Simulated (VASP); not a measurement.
Write the native input for VASP 6.6.1 that does the following.

```yaml
Task: single point
Functional: PBE
Potentials_or_basis: VASP PAW PBE potentials, release 64 (Dy_3, Mg, F), 4f in core
Cutoff: 600 eV
k_mesh: 6 × 6 × 4
Occupations: gaussian, width 0.2 eV
Spin: no spin polarisation
Dipole_correction: no
Mended: yes
Further_INCAR_settings: ALGO = Normal; EDIFF = 1e-06; NBANDS = 16
```

The structure of DyMgF lies in POSCAR:

```
DyMgF
1.0
    3.4774939121      0.0000000025      0.0000000000
   -1.7387469582      3.0115980681      0.0000000000
    0.0000000000      0.0000000000      6.4341594616
Dy Mg F
1 1 1
Direct
    0.0000000000      0.0000000000      0.0000000000
    0.6666666667      0.3333333333      0.5000000000
    0.3333333333      0.6666666667      0.5000000000
```

The cell was built from a structure type or drawn by symmetry, and may not be a known phase.

The input as run:

INCAR

```
SYSTEM = DyMgF
PREC     = Accurate       ! precision mode
ENCUT    = 600            ! plane-wave cutoff, eV
EDIFF    = 1E-6           ! SCF threshold, eV
ISMEAR   = 0              ! smearing method
SIGMA    = 0.2            ! smearing width, eV
LREAL    = .FALSE.        ! projectors in reciprocal space
LASPH    = .TRUE.         ! aspherical terms in the spheres
NELM     = 200            ! most SCF steps
ALGO     = Normal         ! electronic algorithm
ISIF     = 2              ! what is computed and relaxed
LWAVE    = .FALSE.        ! write WAVECAR
LCHARG   = .FALSE.        ! write CHGCAR
GGA      = PE             ! functional
NBANDS   = 16             ! bands
GGA_COMPAT= .FALSE.      
LMAXMIX  = 6              ! l up to which the mixer works
```

KPOINTS

```
Automatic mesh
0
G
  6 6 4
  0 0 0
```

Potentials or basis: VASP PAW PBE potentials, release 64 (Dy_3, Mg, F), 4f in core.

Launch:

```bash
$ cat potpaw_PBE.64/Dy_3/POTCAR potpaw_PBE.64/Mg/POTCAR potpaw_PBE.64/F/POTCAR > POTCAR
$ mpirun -np 1 vasp_std > vasp.out
```

It gave:

- Pressure: 0.1 GPa
- Band gap on the k mesh: zero (bands 9 and 10 overlap by 0.29 eV)

Caveat: spin-orbit coupling is left out, which moves the levels of the heavy elements; the 4f electrons are frozen in the core, so they carry no moment and show no levels; the run has no spin polarisation, though such a crystal can be magnetic.

Wall time 12 s on 1 thread of AMD EPYC 9R45 96-Core Processor (Zen 5) (shared host), peak memory 0.18 GiB.
